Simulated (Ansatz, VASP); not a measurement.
**One calculation of W, two programs**

The input INCAR:

```
PREC = Accurate
ENCUT = 520
EDIFF = 1E-6
ISMEAR = 0
SIGMA = 0.15
LREAL = F
LASPH = T
NELM = 100
ALGO = Fast
ISIF = 2
LWAVE = F
LCHARG = T
GGA = PS
LELF = T
LVHAR = T
NBANDS = 13
```

The input KPOINTS:

```
Automatic mesh
0
Gamma
  20 20 20
```

Contents of POSCAR:

```
W
1.0
    0.0000000000      2.0909000000      2.0909000000
    2.0909000000      0.0000000000      2.0909000000
    2.0909000000      2.0909000000      0.0000000000
W
1
Direct
    0.0000000000      0.0000000000      0.0000000000
```

Input for Ansatz:

```yaml
crystal:
  lattice:
    - [0.0, 2.0909, 2.0909]
    - [2.0909, 0.0, 2.0909]
    - [2.0909, 2.0909, 0.0]
  atoms:
    - { symbol: W, position: [0.0, 0.0, 0.0] }
basis:
  ecutwfc: 420
kpoints:
  mp_grid: { grid: [20, 20, 20] }
hamiltonian:
  xc: pbesol
scf:
  occupations: { method: gaussian, width: 0.15 }
output:
  forces: true
  stress: true
  eigenvalues: true
```

Change from the starting cell: strain +0.030 along x and y, +0.030 along z, atoms carried along.

Alike in both runs: task single point; functional PBEsol; k mesh 20 × 20 × 20; occupations gaussian, width 0.15 eV; no spin polarisation.

```csv
,VASP,Ansatz
version,VASP 6.6.1,Ansatz 0.2.0
potentials or method,"VASP PAW PBE potentials, release 64 (W_sv), cutoff 520 eV","scalar-relativistic, plane waves, PAW"
valence electrons in the cell,14,14
```

```csv
,VASP,Ansatz,Ansatz less VASP
gap on the k mesh at the Fermi level (eV),none,none,-
pressure (GPa),-30.4,-30.7,-0.26
```

VASP's potentials were made for PBE, not for PBEsol. A gap of «none» marks a metal or a gap that the smearing closes. Both programs put the cell under strong tension, so it lies far from rest at this level.

Spin-orbit coupling is off throughout. Noted on VASP's run: the cell as given lies far from equilibrium.
